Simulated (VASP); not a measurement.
# CdS (F-43m) in VASP: settings compared

The runs below take CdS through single point, with PBE, LDA.

Everything below comes from runs of VASP 6.6.1. Logs are shortened: lines on timing, memory, paths and dates and some standing lists are left out, and cuts for length are marked.

### 1 The cell of the first run

Symmetry: F-43m, No. 216, cubic system. Conventional cell: a = 5.878 Å, b = 5.878 Å, c = 5.878 Å, α = 90.00°, β = 90.00°, γ = 90.00°. Within 3.4 Å of Cd (site symmetry -43m) lie 4 S at 2.55 Å. S (site symmetry -43m) has 4 Cd at 2.55 Å within 3.4 Å.

### 2 Single point, PBE

File INCAR:

```
PREC = Accurate
ENCUT = 520
EDIFF = 1E-7
ISMEAR = 0
SIGMA = 0.01
LREAL = F
LASPH = T
NELM = 100
ALGO = Normal
ISIF = 2
LWAVE = F
LCHARG = F
GGA = PE
NBANDS = 16
```

File KPOINTS:

```
Automatic mesh
0
Gamma
  4 4 4
```

File POSCAR:

```
CdS
1.0
    0.0000000000      2.9392148420      2.9392148420
    2.9392148420      0.0000000000      2.9392148420
    2.9392148420      2.9392148420      0.0000000000
Cd S
1 1
Direct
    0.0000000000      0.0000000000      0.0000000000
    0.2500000000      0.2500000000      0.2500000000
```

Potentials or basis: VASP PAW PBE potentials, release 64 (Cd, S).

Run with:

```console
cat potpaw_PBE.64/Cd/POTCAR potpaw_PBE.64/S/POTCAR > POTCAR
mpirun -np 1 vasp_std > vasp.out
```

OUTCAR:

```text
PREC = Accurate
   ENCUT = 520
   EDIFF = 1E-7
   ISMEAR = 0
   LREAL = F
   LASPH = T
   NELM = 100
   ISIF = 2
   GGA = PE

 ion  position               nearest neighbor table
   1  0.000  0.000  0.000-   2 2.55   2 2.55   2 2.55   2 2.55
   2  0.250  0.250  0.250-   1 2.55   1 2.55   1 2.55   1 2.55

  LATTYP: Found a face centered cubic cell.
 ALAT       =     5.8784296840

  Lattice vectors:

 A1 = (   0.0000000000,   2.9392148420,   2.9392148420)
 A2 = (   2.9392148420,   0.0000000000,   2.9392148420)
 A3 = (   2.9392148420,   2.9392148420,   0.0000000000)

Analysis of symmetry for initial positions (statically):
=====================================================================
 Subroutine PRICEL returns:
 Original cell was already a primitive cell.

 Routine SETGRP: Setting up the symmetry group for a
 face centered cubic supercell.

 Subroutine GETGRP returns: Found 24 space group operations
 (whereof 24 operations were pure point group operations)
 out of a pool of 48 trial point group operations.

The static configuration has the point symmetry T_d .

Analysis of symmetry for dynamics (positions and initial velocities):
=====================================================================
 Subroutine PRICEL returns:
 Original cell was already a primitive cell.

 Routine SETGRP: Setting up the symmetry group for a
 face centered cubic supercell.

 Subroutine GETGRP returns: Found 24 space group operations
 (whereof 24 operations were pure point group operations)
 out of a pool of 48 trial point group operations.

The dynamic configuration has the point symmetry T_d .

 Subroutine INISYM returns: Found 24 space group operations
 (whereof 24 operations are pure point group operations),
 and found     1 'primitive' translations

----------------------------------------------------------------------------------------

                                     Primitive cell

  volume of cell :      50.7837

  direct lattice vectors                    reciprocal lattice vectors
     0.000000000  2.939214842  2.939214842    -0.170113458  0.170113458  0.170113458
     2.939214842  0.000000000  2.939214842     0.170113458 -0.170113458  0.170113458
     2.939214842  2.939214842  0.000000000     0.170113458  0.170113458 -0.170113458

  length of vectors
     4.156677492  4.156677492  4.156677492     0.294645152  0.294645152  0.294645152

  position of ions in fractional coordinates (direct lattice)
     0.000000000  0.000000000  0.000000000
[... 61 lines left out ...]
   EDIFF  = 0.1E-06   stopping-criterion for ELM
   LREAL  =      F    real-space projection
   EDIFFG = 0.1E-05   stopping-criterion for IOM
   NSW    =      0    number of steps for IOM
   IBRION =     -1    ionic relax: 0-MD 1-quasi-New 2-CG
   NFREE  =      0    steps in history (QN), initial steepest desc. (CG)
   ISIF   =      2    stress and relaxation
   ISYM   =      2    0-nonsym 1-usesym 2-fastsym
   POTIM  = 0.5000    time-step for ionic-motion
   TEBEG  =    0.0;   TEEND  =   0.0 temperature during run
   PSTRESS=    0.0 pullay stress
   NELECT =      18.0000    total number of electrons
   NUPDOWN=      -1.0000    fix difference up-down
   EMIN   =  10.00;   EMAX   =-10.00  energy-range for DOS
   EFERMI =   0.00;   METHOD = LEGACY
   ISMEAR =     0;   SIGMA  =   0.01  broadening in eV -4-tet -1-fermi 0-gaus
   EFERMI_NEDOS =   21; number of points for ismear=-14 and -15
   IALGO  =     38    algorithm
   IMIX   =      4    mixing-type and parameters
     AMIX     =   0.40;   BMIX     =  1.00
     AMIX_MAG =   1.60;   BMIX_MAG =  1.00
  volume/ion in A,a.u.               =      25.39       171.35
  Fermi-wavevector in a.u.,A,eV,Ry     =   1.158575  2.189390 18.263062  1.342297
  Thomas-Fermi vector in A             =   2.295176
   LORBIT       =      0    0 simple, 1 ext, 2 COOP (PROOUT), +10 PAW based schemes
   GGA     = PE    functional components
   LHFCALC =     F    Hartree Fock is set to
   AEXX    =    0.0000 exact exchange contribution
   IVDW    =     0    specifies the selected vdW correction
   LEPSILON=     F    determine dielectric tensor
   LRPA    =     F    only Hartree local field effects (RPA)
 non-spin polarized calculation
 Gauss-broadening in eV      SIGMA  =   0.01
  energy-cutoff  :      520.00
  volume of cell :       50.78
 maximum number of plane-waves:      1384
 NGX is ok and might be reduce to    32
   NGX = 15   NGY = 15   NGZ = 15

 number of electron      18.0000005 magnetization

 Free energy of the ion-electron system (eV)
  ---------------------------------------------------
  ext. energy  EPLUGINS =         0.00000000
  ---------------------------------------------------
  free energy    TOTEN  =        -6.10703676 eV

  energy without entropy =       -6.10703676  energy(sigma->0) =       -6.10703676

 E-fermi :   1.2499     XC(G=0):  -9.0319

 val. band max:        1.1403419196   @ k =   0.0000   0.0000   0.0000
 cond. band min:       2.2271819764   @ k =   0.0000   0.0000   0.0000
 fundamental gap:      1.0868400569
 Fermi energy:         1.2499285610

 k-point     1 :       0.0000    0.0000    0.0000
  band No.  band energies     occupation
      1     -11.0867      2.00000
      2      -6.5277      2.00000
      3      -6.5277      2.00000
      4      -6.5277      2.00000
      5      -6.0815      2.00000
      6      -6.0815      2.00000
[... 129 lines left out ...]
      3      -6.2930      2.00000
      4      -6.1177      2.00000
      5      -6.0730      2.00000
      6      -5.4852      2.00000
[... 8 lines left out ...]
     15      14.2639      0.00000
     16      14.3833      0.00000

------------------------ aborting loop because EDIFF is reached ----------------------------------------

  FORCE on cell =-STRESS in cart. coord.  units (eV):
  Direction    XX          YY          ZZ          XY          YZ          ZX
  --------------------------------------------------------------------------------------
  -------------------------------------------------------------------------------------
  Total        0.5896306      0.5896306      0.5896306     -0.0000000     -0.0000000      0.0000000
  in kB       18.6022990     18.6022990     18.6022990     -0.0000000     -0.0000000      0.0000000
  external PRESSURE =      18.6022990 kB  Pullay stress =       0.0000000 kB

 VOLUME and BASIS-vectors are now :
 -----------------------------------------------------------------------------
  energy-cutoff  :      520.00
  volume of cell :       50.78
      direct lattice vectors                 reciprocal lattice vectors
     0.000000000  2.939214842  2.939214842    -0.170113458  0.170113458  0.170113458
     2.939214842  0.000000000  2.939214842     0.170113458 -0.170113458  0.170113458
     2.939214842  2.939214842  0.000000000     0.170113458  0.170113458 -0.170113458

 POSITION                                       TOTAL-FORCE (eV/Angst)
 -----------------------------------------------------------------------------------
      0.00000      0.00000      0.00000        -0.000000     -0.000000     -0.000000
      1.46961      1.46961      1.46961         0.000000      0.000000      0.000000
 -----------------------------------------------------------------------------------
    total drift:                               -0.000000     -0.000000     -0.000000

  FREE ENERGIE OF THE ION-ELECTRON SYSTEM (eV)
  ---------------------------------------------------
  free  energy   TOTEN  =        -6.1070367603 eV

  energy  without entropy=       -6.1070367603  energy(sigma->0) =       -6.10703676
```

OSZICAR:

```text
N       E                     dE             d eps       ncg     rms          rms(c)
DAV:   1     0.102815352879E+03    0.10282E+03   -0.89699E+03   256   0.102E+03
DAV:   2    -0.263597125377E+01   -0.10545E+03   -0.99432E+02   280   0.246E+02
DAV:   3    -0.664494880053E+01   -0.40090E+01   -0.39981E+01   344   0.508E+01
DAV:   4    -0.666948674591E+01   -0.24538E-01   -0.24535E-01   296   0.373E+00
DAV:   5    -0.666984501624E+01   -0.35827E-03   -0.35827E-03   344   0.425E-01    0.771E+00
DAV:   6    -0.612650085172E+01    0.54334E+00   -0.84896E-01   360   0.114E+01    0.628E+00
DAV:   7    -0.610633408188E+01    0.20167E-01   -0.20151E-01   304   0.306E+00    0.308E+00
DAV:   8    -0.610686378104E+01   -0.52970E-03   -0.18793E-02   288   0.171E+00    0.297E-01
DAV:   9    -0.610681541258E+01    0.48368E-04   -0.23258E-03   296   0.697E-01    0.609E-02
DAV:  10    -0.610694916515E+01   -0.13375E-03   -0.27121E-04   288   0.173E-01    0.719E-02
DAV:  11    -0.610704588532E+01   -0.96720E-04   -0.16295E-04   264   0.101E-01    0.255E-02
DAV:  12    -0.610703567196E+01    0.10213E-04   -0.29828E-05   376   0.707E-02    0.109E-02
DAV:  13    -0.610703708246E+01   -0.14105E-05   -0.45083E-06   280   0.123E-02    0.936E-03
DAV:  14    -0.610703678566E+01    0.29680E-06   -0.35101E-07   312   0.376E-03    0.552E-03
DAV:  15    -0.610703676031E+01    0.25354E-07   -0.44739E-08   264   0.134E-03
   1 F= -.61070368E+01 E0= -.61070368E+01  d E =-.184866E-55
```

stdout:

```text
POSCAR found type information on POSCAR CdS
 POSCAR found :  2 types and       2 ions
 scaLAPACK will be used
 LDA part: xc-table for (Slater+PW92), standard interpolation
 POSCAR, INCAR and KPOINTS ok, starting setup
 FFT: planning ... GRIDC
 FFT: planning ... GRID_SOFT
 FFT: planning ... GRID
 WAVECAR not read
 entering main loop
```

It took 4.7 s on 1 thread of Intel Xeon 6975P-C (Granite Rapids), shared host; peak memory 0.17 GiB.

What came out:

```yaml
Free_energy: -6.1070 eV
Pressure: 1.9 GPa
Band_gap_on_the_k_mesh: 1.09 eV, direct
```

Caveat: the k points lie up to 0.46 Å⁻¹ apart. PBE gaps usually lie below the measured ones, often by a third to a half.

### 3 Single point, PBE

File INCAR:

```
SYSTEM = CdS
PREC     = Accurate       ! precision mode
ENCUT    = 520            ! plane-wave cutoff, eV
EDIFF    = 1E-6           ! SCF threshold, eV
ISMEAR   = 0              ! smearing method
SIGMA    = 0.01           ! smearing width, eV
LREAL    = .FALSE.        ! projectors in reciprocal space
LASPH    = .TRUE.         ! aspherical terms in the spheres
NELM     = 100            ! most SCF steps
ALGO     = Normal         ! electronic algorithm
ISIF     = 2              ! what is computed and relaxed
LWAVE    = .FALSE.        ! write WAVECAR
LCHARG   = .FALSE.        ! write CHGCAR
GGA      = PE             ! functional
NBANDS   = 16             ! bands
```

File KPOINTS:

```
regular mesh
0
G
  4 4 4
  0 0 0
```

POSCAR is that of step 2.

Potentials or basis: VASP PAW PBE potentials, release 64 (Cd, S).

Run with:

```console
cat potpaw_PBE.64/Cd/POTCAR potpaw_PBE.64/S/POTCAR > POTCAR
mpirun -np 1 vasp_std > vasp.out
```

Run time: 4.4 s. Hardware: 1 thread of Intel Xeon 6975P-C (Granite Rapids), shared host; peak memory 0.17 GiB.

The run converged. Its results:

```yaml
Free_energy: -6.1070 eV
Pressure: 1.9 GPa
Band_gap_on_the_k_mesh: 1.09 eV, direct
```

Levels at points of the mesh, in eV from the valence-band top:
```
           k point  band 7  band 8  band 9  band 10  band 11  band 12
(0.00, 0.00, 0.00)    0.00    0.00    0.00     1.09     6.53     6.53
(0.50, 0.00, 0.00)   -4.27   -0.72   -0.72     2.97     6.99     6.99
(0.50, 0.50, 0.00)   -3.86   -1.80   -1.80     3.58     4.31     9.13
```

Caveat: the k points lie up to 0.46 Å⁻¹ apart. A hybrid or GW would open this gap; PBE tends to underestimate it.

### 4 Single point, LDA

File INCAR:

```
SYSTEM = CdS
PREC = Accurate
ENCUT = 520
EDIFF = 1E-6
ISMEAR = 0
SIGMA = 0.01
LREAL = .FALSE.
LASPH = .TRUE.
NELM = 80
ALGO = Normal
ISIF = 2
LWAVE = .FALSE.
LCHARG = .FALSE.
NBANDS = 16
```

File KPOINTS:

```
Automatic mesh
0
G
  4 4 4
  0 0 0
```

POSCAR is that of step 3.

Potentials or basis: VASP PAW LDA potentials, release 64 (Cd, S).

Run with:

```console
cat potpaw_LDA.64/Cd/POTCAR potpaw_LDA.64/S/POTCAR > POTCAR
mpirun -np 1 vasp_std > vasp.out
```

Run time: 3 s. Hardware: 1 thread of Intel Xeon 6975P-C (Granite Rapids), shared host; peak memory 0.15 GiB.

It converged, with:

* Free energy: -7.3407 eV
* Pressure: -3.1 GPa
* Band gap on the k mesh: 0.82 eV, direct

Levels at points of the mesh, in eV from the valence-band top:
```tsv
k point	band 6	band 7	band 8	band 9	band 10	band 11	band 12	band 13
(0.00, 0.00, 0.00)	-7.27	0.00	0.00	0.00	0.82	6.34	6.34	6.34
(0.50, 0.00, 0.00)	-6.90	-4.39	-0.74	-0.74	2.73	6.82	6.82	7.14
(0.50, 0.50, 0.00)	-6.84	-3.97	-1.85	-1.85	3.32	4.12	8.85	10.39
```

Caveat: the k points lie up to 0.46 Å⁻¹ apart.
